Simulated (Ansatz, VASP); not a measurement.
**Two plane-wave programs on Nb**

Contents of INCAR:

```
PREC = Accurate
ENCUT = 520
EDIFF = 1E-7
ISMEAR = -1
SIGMA = 0.1
LREAL = F
LASPH = T
NELM = 100
ALGO = Normal
ISIF = 2
LWAVE = F
LCHARG = T
GGA = RE
LELF = T
LVHAR = T
NBANDS = 20
```

KPOINTS

```
Automatic mesh
0
Gamma
  14 14 7
```

File POSCAR:

```
Nb
1.0
    2.8822122173      0.0000000000      0.0000000000
   -1.4411061087      2.4960689993      0.0000000000
    0.0000000000      0.0000000000      5.2635366844
Nb
2
Direct
    0.3333333333      0.6666666667      0.2500000000
    0.6666666667      0.3333333333      0.7500000000
```

Input for Ansatz:

```yaml
crystal:
  lattice:
    - [2.8822122173, 0.0, 0.0]
    - [-1.4411061087, 2.4960689993, 0.0]
    - [0.0, 0.0, 5.2635366844]
  atoms:
    - { symbol: Nb, position: [0.3333333333, 0.6666666667, 0.25] }
    - { symbol: Nb, position: [0.6666666667, 0.3333333333, 0.75] }
hamiltonian:
  xc: revpbe
  pseudopotentials:
    kind: paw
    azcp:
      Nb: "pseudopotentials/Nb.paw.azcp"
basis:
  ecutwfc: 420
  fft_grid_basis: typed
kpoints:
  mp_grid: { grid: [14, 14, 7], shift: [0, 0, 0] }
magnetization:
  spin_polarized: false
scf:
  occupations: { method: fermi_dirac, width: 0.1 }
  lower_state_search: "off"
output:
  stress: true
  write_density: true
  write_potential: true
  elf: true
  volumetric_format: npy
```

Alike in both runs: task single point; functional revPBE; k mesh 14 × 14 × 7; occupations fermi-dirac, width 0.1 eV; no spin polarisation.

```csv
,VASP,Ansatz
version,VASP 6.6.1,Ansatz 0.2.0
potentials or method,"VASP PAW PBE potentials, release 64 (Nb_sv), cutoff 520 eV","plane waves (420 eV) with PAW, scalar-relativistic"
valence electrons in the cell,26,26
```

VASP gave:

| Item | Value |
| --- | --- |
| pressure (GPa) | -0.4 |
| traceless stress, the component that is largest in VASP (GPa) | 0.14 |

Question: Which values does Ansatz return?

Answer: Pressure (GPa): -0.1; traceless stress, the component that is largest in VASP (GPa): 0.17.

VASP's potentials were made for PBE, not for revPBE.
